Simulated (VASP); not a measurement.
PbSe (Clausthalite), 2 atoms in the cell. The typed cell holds 2 atoms: a = 4.328 Å, b = 4.328 Å, c = 4.328 Å, α = 60.00°, β = 60.00°, γ = 60.00°. 

```yaml
Program: VASP 6.6.1
Task: relaxation of the atoms
Functional: PBE
Dispersion: D4
Potentials_or_basis: VASP PAW PBE potentials, release 64 (Pb_d, Se)
Cutoff: 520 eV
k_mesh: 4 × 4 × 4
Occupations: gaussian, width 0.01 eV
Spin: no spin polarisation
Dipole_correction: no
Further_INCAR_settings: ALGO = Normal; EDIFF = 1e-06; IBRION = 2; EDIFFG = -0.005; NSW = 80
```

Potentials or basis: VASP PAW PBE potentials, release 64 (Pb_d, Se).

Run with:

```console
$ cat potpaw_PBE.64/Pb_d/POTCAR potpaw_PBE.64/Se/POTCAR > POTCAR
$ mpirun -np 1 vasp_std > vasp.out
```

Hardware: 1 thread of Intel Xeon 8259CL, on a shared host.

Task: Estimate the wall time of this run.

Result: Run time: 2.6 min on 1 thread of Intel Xeon 8259CL, with other jobs on the host, peak memory 0.2 GiB. Counts: scf iterations 47, k points 36, ion steps 8.
